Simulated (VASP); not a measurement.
Set up this calculation in VASP 6.6.1, as the native input.

```yaml
Task: single point
Functional: PBE
Potentials_or_basis: VASP PAW PBE potentials, release 64 (Si)
Cutoff: 500 eV
k_mesh: 6 × 6 × 6
Occupations: gaussian, width 0.01 eV
Spin: no spin polarisation
Dipole_correction: no
Further_INCAR_settings: ALGO = Normal; EDIFF = 1e-06; NBANDS = 11
```

The structure of Si lies in POSCAR:

```
Si
1.0
    0.0000000000      2.7580524980      2.7580524980
    2.7580524980      0.0000000000      2.7580524980
    2.7580524980      2.7580524980      0.0000000000
Si
2
Direct
    0.7500000000      0.7500000000      0.7500000000
    0.5000000000      0.5000000000      0.5000000000
```

These files were run (other wordings do the same):

INCAR

```
SYSTEM = Si
  PREC = Accurate
  ENCUT = 500
  EDIFF = 1E-6
  ISMEAR = 0
  SIGMA = 0.01
  LREAL = .False.
  LASPH = .True.
  NELM = 120
  ALGO = Normal
  ISIF = 2
  LWAVE = .False.
  LCHARG = .False.
  GGA = PE
  NBANDS = 11
  GGA_COMPAT = .False.
```

KPOINTS

```
regular mesh
0
Gamma
  6 6 6
  0 0 0
```

Potentials or basis: VASP PAW PBE potentials, release 64 (Si).

Launch:

```bash
$ cat potpaw_PBE.64/Si/POTCAR > POTCAR
$ mpirun -np 1 vasp_std > vasp.out
```

It gave:

The pressure is -2.1 GPa. The band gap on the k mesh is 0.79 eV, indirect (least direct gap 2.53 eV).

Wall time 9.7 s on 1 thread of Intel Xeon 8259CL (shared host), peak memory 0.14 GiB.
